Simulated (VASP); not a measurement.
Runs of VASP 6.6.1 on C. The structure is that of space group I4_1/amd (No. 141), or close to it. The cells are those of the table. 

| cell | gap on the mesh (eV) | pressure (GPa) |
| --- | --- | --- |
| a = 2.577, b = 2.577, c = 2.421 Å, angles 62.0, 62.0, 56.0°, 2 atoms | 2.57 | (a) |
| a = 2.524, b = 2.524, c = 2.623 Å, angles 58.7, 58.7, 62.6°, 2 atoms | (c) | -19.0 |
| a = 2.530, b = 2.530, c = 2.724 Å, angles 57.4, 57.4, 65.1°, 2 atoms | 0.26 | -30.2 |
| a = 2.577, b = 2.577, c = 2.724 Å, angles 58.1, 58.1, 63.8°, 2 atoms | (b) | -43.3 |
| a = 2.476, b = 2.476, c = 2.623 Å, angles 58.0, 58.0, 64.0°, 2 atoms | 1.07 | (d) |
| a = 2.625, b = 2.625, c = 2.724 Å, angles 58.7, 58.7, 62.5°, 2 atoms | 2.01 | -53.8 |

Alike in all rows: task single point; level PBEsol; potentials or basis VASP PAW PBE potentials, release 64 (C); no spin polarisation; k mesh 12 × 12 × 12; cutoff (eV) 520; smearing gaussian 0.05 eV.

Question: Fill in the values left out.

Answer: (a) -1.3; (b) 1.17; (c) 2.04; (d) -1.5.

Caveats: the PAW data sets were made with another functional, which shifts forces and pressure a little; the cell stands under tension (at least some runs).

A k mesh can miss the band edges.
